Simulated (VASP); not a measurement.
Input of a VASP 6.6.1 run:

POSCAR

```
Ag
1.0
    0.0000000000      3.0061429316      3.0061429316
    3.0061429316      0.0000000000      3.0061429316
    3.0061429316      3.0061429316      0.0000000000
Ag
2
Direct
    0.1250000000      0.1250000000      0.1250000000
    0.8750000000      0.8750000000      0.8750000000
```

Contents of INCAR.step1:

```
PREC = Accurate
ENCUT = 520
ISMEAR = -1
SIGMA = 0.1
LREAL = False
LASPH = True
NELM = 80
NBANDS = 18
GGA = PE
ALGO = Normal
EDIFF = 1E-4
LWAVE = True
LCHARG = False
```

File INCAR.step2:

```
PREC = Accurate
ENCUT = 520
EDIFF = 1E-6
ISMEAR = -1
SIGMA = 0.1
LREAL = False
LASPH = True
NELM = 80
ALGO = Normal
ISIF = 2
LWAVE = False
LCHARG = False
METAGGA = R2SCAN
LMIXTAU = True
NBANDS = 18
ISTART = 1
```

KPOINTS

```
Automatic mesh
0
Gamma
  10 10 10
```

Potentials or basis: VASP PAW PBE potentials, release 64 (Ag).

Launch:

```console
$ cat potpaw_PBE.64/Ag/POTCAR > POTCAR
$ cp INCAR.step1 INCAR
$ mpirun -np 1 vasp_std > vasp.out
$ cp INCAR.step2 INCAR
$ mpirun -np 1 vasp_std > vasp.out
```

Q: Estimate the pressure.

A: 1.9 GPa.

Q: What does it give for the band gap on the k mesh?

A: Zero (bands 11 and 12 overlap by 1.31 eV).

Caveat: the PAW data sets were made with another functional, which shifts forces and pressure a little.
